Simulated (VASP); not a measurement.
Here is a VASP 6.6.1 calculation.

File INCAR:

```
  PREC = Accurate
  ENCUT = 520
  EDIFF = 1E-6
  ISMEAR = 0
  SIGMA = 0.15
  LREAL = F
  LASPH = T
  NELM = 100
  ALGO = Normal
  ISIF = 2
  LWAVE = F
  LCHARG = F
  GGA = PE
  IVDW = 12
  NBANDS = 16
```

The input KPOINTS:

```
regular mesh
0
Gamma
  24 24 8
```

POSCAR

```
C
1.0
    2.5635788521      0.0000000000      0.0000000000
   -1.2817894260      2.2201244105      0.0000000000
    0.0000000000      0.0000000000      6.1993580202
C
4
Direct
    0.0000000000      0.0000000000      0.0025000000
    0.0000000000      0.0000000000      0.5025000000
    0.3333333333      0.6666666667      0.0025000000
    0.6666666667      0.3333333333      0.5025000000
```

Potentials or basis: VASP PAW PBE potentials, release 64 (C).

Launch:

```console
$ cat potpaw_PBE.64/C/POTCAR > POTCAR
$ mpirun -np 1 vasp_std > vasp.out
```

Problem. Predict the pressure.

Solution. -29.0 GPa.

Problem. Predict the band gap on the k mesh.

Solution. Zero (band 8 reaches 4.69 eV, above the bottom of band 9 at 4.61 eV).

Problem. Predict the dispersion energy per atom.

Solution. -0.165 eV.

Stress tensor (GPa, compression positive):
```
-45.80   0.00   0.00
  0.00 -45.80   0.00
  0.00   0.00   4.61
```

Caveat: the cell differs from its parent crystal (strain +0.040 along x and y, -0.080 along z).
